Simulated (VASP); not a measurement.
# Cd3In3O2 (P4mm) in VASP: single point with PBE

Aim: the single point of Cd3In3O2 with PBE.

Program: VASP 6.6.1. These are calculated values, not measurements. Logs are shortened: lines on timing, memory, paths and dates and some standing lists are left out, and cuts for length are marked.

**1. The cell of the first run**

Symmetry: P4mm, No. 99, tetragonal system. Conventional cell: a = 4.443 Å, b = 4.443 Å, c = 10.787 Å, α = 90.00°, β = 90.00°, γ = 90.00°. Within 3.2 Å of Cd (site symmetry 4mm) lie 4 O at 2.39 Å and 1 Cd at 2.77 Å and 4 In at 3.15 Å. Cd (site symmetry 4mm) has 2 Cd at 2.77 to 2.79 Å within 3.7 Å. Cd (site symmetry 4mm) has 1 Cd at 2.79 Å and 4 In at 3.11 Å within 3.7 Å. In (site symmetry 2mm) has 1 O at 2.16 Å within 2.9 Å. In (site symmetry 4mm) has 4 O at 2.47 Å and 4 Cd at 3.15 Å within 3.3 Å. Within 2.9 Å of O (site symmetry 2mm) lie 3 In at 2.16 to 2.47 Å and 2 Cd at 2.39 Å.

The cell was generated, and may not be a known phase.

**2. Single point, PBE**

The input, INCAR:

```
PREC = Accurate
ENCUT = 520
EDIFF = 1E-6
ISMEAR = 0
SIGMA = 0.2
LREAL = False
LASPH = True
NELM = 100
ALGO = Normal
ISIF = 2
LWAVE = False
LCHARG = False
GGA = PE
NBANDS = 54
```

The input, KPOINTS:

```
regular mesh
0
Gamma
  4 4 2
```

The input, POSCAR:

```
Cd3In3O2
1.0
    4.4433565682      0.0000000000      0.0000000000
    0.0000000000      4.4433565682      0.0000000000
    0.0000000000      0.0000000000     10.7866001682
Cd In O
3 3 2
Direct
    0.0000000000      0.0000000000      0.2203457511
    0.0000000000      0.0000000000      0.4774827421
    0.0000000000      0.0000000000      0.7362585716
    0.5000000000      0.0000000000      0.9379722499
    0.0000000000      0.5000000000      0.9379722499
    0.5000000000      0.5000000000      0.2375145741
    0.5000000000      0.0000000000      0.1380568706
    0.0000000000      0.5000000000      0.1380568706
```

Potentials or basis: VASP PAW PBE potentials, release 64 (Cd, In_d, O).

Started as:

```bash
> cat potpaw_PBE.64/Cd/POTCAR potpaw_PBE.64/In_d/POTCAR potpaw_PBE.64/O/POTCAR > POTCAR
> mpirun -np 1 vasp_std > vasp.out
```

OUTCAR:

```text
PREC = Accurate
   ENCUT = 520
   EDIFF = 1E-6
   ISMEAR = 0
   LREAL = False
   LASPH = True
   NELM = 100
   ISIF = 2
   GGA = PE

 ion  position               nearest neighbor table
   1  0.000  0.000  0.220-   7 2.39   8 2.39   8 2.39   7 2.39   2 2.77   6 3.15   6 3.15   6 3.15
                             6 3.15   4 3.77   5 3.77   5 3.77   4 3.77
   2  0.000  0.000  0.477-   1 2.77   3 2.79
   3  0.000  0.000  0.736-   2 2.79   4 3.11   5 3.11   5 3.11   4 3.11
   4  0.500  0.000  0.938-   7 2.16   3 3.11   3 3.11   5 3.14   5 3.14   5 3.14   5 3.14   1 3.77
                             1 3.77   6 3.92   6 3.92
   5  0.000  0.500  0.938-   8 2.16   3 3.11   3 3.11   4 3.14   4 3.14   4 3.14   4 3.14   1 3.77
                             1 3.77   6 3.92   6 3.92
   6  0.500  0.500  0.238-   7 2.47   8 2.47   7 2.47   8 2.47   1 3.15   1 3.15   1 3.15   1 3.15
                             4 3.92   5 3.92   4 3.92   5 3.92
   7  0.500  0.000  0.138-   4 2.16   1 2.39   1 2.39   6 2.47   6 2.47
   8  0.000  0.500  0.138-   5 2.16   1 2.39   1 2.39   6 2.47   6 2.47

  LATTYP: Found a simple tetragonal cell.
 ALAT       =     4.4433565682
 C/A-ratio  =     2.4275792416

  Lattice vectors:

 A1 = (   4.4433565682,   0.0000000000,   0.0000000000)
 A2 = (   0.0000000000,   4.4433565682,   0.0000000000)
 A3 = (   0.0000000000,   0.0000000000,  10.7866001682)

Analysis of symmetry for initial positions (statically):
=====================================================================
 Subroutine PRICEL returns:
 Original cell was already a primitive cell.

 Routine SETGRP: Setting up the symmetry group for a
 simple tetragonal supercell.

 Subroutine GETGRP returns: Found  8 space group operations
 (whereof  8 operations were pure point group operations)
 out of a pool of 16 trial point group operations.

The static configuration has the point symmetry C_4v.

Analysis of symmetry for dynamics (positions and initial velocities):
=====================================================================
 Subroutine PRICEL returns:
 Original cell was already a primitive cell.

 Routine SETGRP: Setting up the symmetry group for a
 simple tetragonal supercell.

 Subroutine GETGRP returns: Found  8 space group operations
 (whereof  8 operations were pure point group operations)
 out of a pool of 16 trial point group operations.
[... 102 lines left out ...]
   EDIFFG = 0.1E-04   stopping-criterion for IOM
   NSW    =      0    number of steps for IOM
   IBRION =     -1    ionic relax: 0-MD 1-quasi-New 2-CG
   NFREE  =      0    steps in history (QN), initial steepest desc. (CG)
   ISIF   =      2    stress and relaxation
   ISYM   =      2    0-nonsym 1-usesym 2-fastsym
   POTIM  = 0.5000    time-step for ionic-motion
   TEBEG  =    0.0;   TEEND  =   0.0 temperature during run
   PSTRESS=    0.0 pullay stress
   NELECT =      87.0000    total number of electrons
   NUPDOWN=      -1.0000    fix difference up-down
   EMIN   =  10.00;   EMAX   =-10.00  energy-range for DOS
   EFERMI =   0.00;   METHOD = LEGACY
   ISMEAR =     0;   SIGMA  =   0.20  broadening in eV -4-tet -1-fermi 0-gaus
   EFERMI_NEDOS =   21; number of points for ismear=-14 and -15
   IALGO  =     38    algorithm
   IMIX   =      4    mixing-type and parameters
     AMIX     =   0.40;   BMIX     =  1.00
     AMIX_MAG =   1.60;   BMIX_MAG =  1.00
  volume/ion in A,a.u.               =      26.62       179.64
  Fermi-wavevector in a.u.,A,eV,Ry     =   1.214728  2.295503 20.076260  1.475563
  Thomas-Fermi vector in A             =   2.350138
   LORBIT       =      0    0 simple, 1 ext, 2 COOP (PROOUT), +10 PAW based schemes
   GGA     = PE    functional components
   LHFCALC =     F    Hartree Fock is set to
   AEXX    =    0.0000 exact exchange contribution
   IVDW    =     0    specifies the selected vdW correction
   LEPSILON=     F    determine dielectric tensor
   LRPA    =     F    only Hartree local field effects (RPA)
 non-spin polarized calculation
 Gauss-broadening in eV      SIGMA  =   0.20
  energy-cutoff  :      520.00
  volume of cell :      212.96
 maximum number of plane-waves:      5760
 NGX is ok and might be reduce to    36
   NGX = 17   NGY = 17   NGZ = 41

 number of electron      86.9999996 magnetization

 Free energy of the ion-electron system (eV)
  ---------------------------------------------------
  ext. energy  EPLUGINS =         0.00000000
  ---------------------------------------------------
  free energy    TOTEN  =       -22.69879036 eV

  energy without entropy =      -22.63335738  energy(sigma->0) =      -22.66607387

 E-fermi :   2.7927     XC(G=0):  -8.8510

 val. band max:        2.7789134069   @ k =   0.0000   0.0000   0.0000
 cond. band min:       2.8195941523   @ k =   0.2500   0.2500   0.0000
 fundamental gap:      0.0406807454
 Fermi energy:         2.7927478754

 k-point     1 :       0.0000    0.0000    0.0000
  band No.  band energies     occupation
      1     -15.6678      2.00000
      2     -15.1942      2.00000
      3     -12.1774      2.00000
      4     -12.0110      2.00000
      5     -11.7993      2.00000
      6     -11.7993      2.00000
[... 673 lines left out ...]
     53       7.1892      0.00000
     54       7.6711      0.00000

------------------------ aborting loop because EDIFF is reached ----------------------------------------

  FORCE on cell =-STRESS in cart. coord.  units (eV):
  Direction    XX          YY          ZZ          XY          YZ          ZX
  --------------------------------------------------------------------------------------
  -------------------------------------------------------------------------------------
  Total        0.0945790      0.0945790      0.5486489      0.0000000      0.0000000      0.0000000
  in kB        0.7115387      0.7115387      4.1276053      0.0000000      0.0000000      0.0000000
  external PRESSURE =       1.8502276 kB  Pullay stress =       0.0000000 kB

 VOLUME and BASIS-vectors are now :
 -----------------------------------------------------------------------------
  energy-cutoff  :      520.00
  volume of cell :      212.96
      direct lattice vectors                 reciprocal lattice vectors
     4.443356568  0.000000000  0.000000000     0.225055087  0.000000000  0.000000000
     0.000000000  4.443356568  0.000000000     0.000000000  0.225055087  0.000000000
     0.000000000  0.000000000 10.786600168     0.000000000  0.000000000  0.092707617

 POSITION                                       TOTAL-FORCE (eV/Angst)
 -----------------------------------------------------------------------------------
      0.00000      0.00000      2.37678         0.000000     -0.000000      0.012593
      0.00000      0.00000      5.15042        -0.000000     -0.000000      0.001045
      0.00000      0.00000      7.94173        -0.000000     -0.000000     -0.004168
      2.22168      0.00000     10.11753         0.000000     -0.000000     -0.050811
      0.00000      2.22168     10.11753         0.000000     -0.000000     -0.050811
      2.22168      2.22168      2.56197         0.000000      0.000000      0.006812
      2.22168      0.00000      1.48916         0.000000     -0.000000      0.042670
      0.00000      2.22168      1.48916         0.000000     -0.000000      0.042670
 -----------------------------------------------------------------------------------
    total drift:                                0.000000     -0.000000      0.002325

  FREE ENERGIE OF THE ION-ELECTRON SYSTEM (eV)
  ---------------------------------------------------
  free  energy   TOTEN  =       -22.6987903588 eV

  energy  without entropy=      -22.6333573800  energy(sigma->0) =      -22.66607387
```

Wall time 66 s (1 thread of Intel Xeon 6975P-C (Granite Rapids), shared host); peak memory 0.37 GiB.

What came out:

```
Free energy            : -22.6988 eV
Pressure               : 0.2 GPa
Largest force          : 0.051 eV/Å
Band gap on the k mesh : zero (an odd number of electrons rules out a gap without spin polarisation)
```

Forces on the atoms (eV/Å):
```
Cd   0.000  0.000  0.013
Cd   0.000  0.000  0.001
Cd   0.000  0.000 -0.004
In   0.000  0.000 -0.051
In   0.000  0.000 -0.051
In   0.000  0.000  0.007
O    0.000  0.000  0.043
O    0.000  0.000  0.043
```

Stress tensor (GPa, compression positive):
```
0.07 0.00 0.00
0.00 0.07 0.00
0.00 0.00 0.41
```

Levels at points of the mesh, in eV from the Fermi level:
| k point | band 39 | band 40 | band 41 | band 42 | band 43 | band 44 | band 45 | band 46 | band 47 | band 48 |
| --- | --- | --- | --- | --- | --- | --- | --- | --- | --- | --- |
| (0.00, 0.00, 0.00) | -3.10 | -2.58 | -2.58 | -0.01 | 0.33 | 0.33 | 0.69 | 1.13 | 1.62 | 3.38 |
| (0.50, 0.00, 0.00) | -3.32 | -3.01 | -2.54 | -1.20 | -1.12 | 0.68 | 1.99 | 2.33 | 2.49 | 3.04 |
| (0.50, 0.50, 0.00) | -2.72 | -2.44 | -2.21 | -2.00 | -1.78 | -0.43 | 0.03 | 1.13 | 1.13 | 1.72 |
| (0.00, 0.00, 0.50) | -2.58 | -2.58 | -1.82 | -1.01 | 0.30 | 0.30 | 0.69 | 0.93 | 2.91 | 3.33 |
| (0.50, 0.00, 0.50) | -3.32 | -2.97 | -2.83 | -1.23 | -0.65 | 0.96 | 1.10 | 2.00 | 2.31 | 3.04 |
| (0.50, 0.50, 0.50) | -2.68 | -2.21 | -2.01 | -1.98 | -1.78 | -0.62 | -0.41 | 0.59 | 0.59 | 2.93 |

Caveat: spin-orbit coupling is left out, which moves the levels of the heavy elements.

The gap in the log of VASP goes by the Fermi energy; the results here count the filled bands.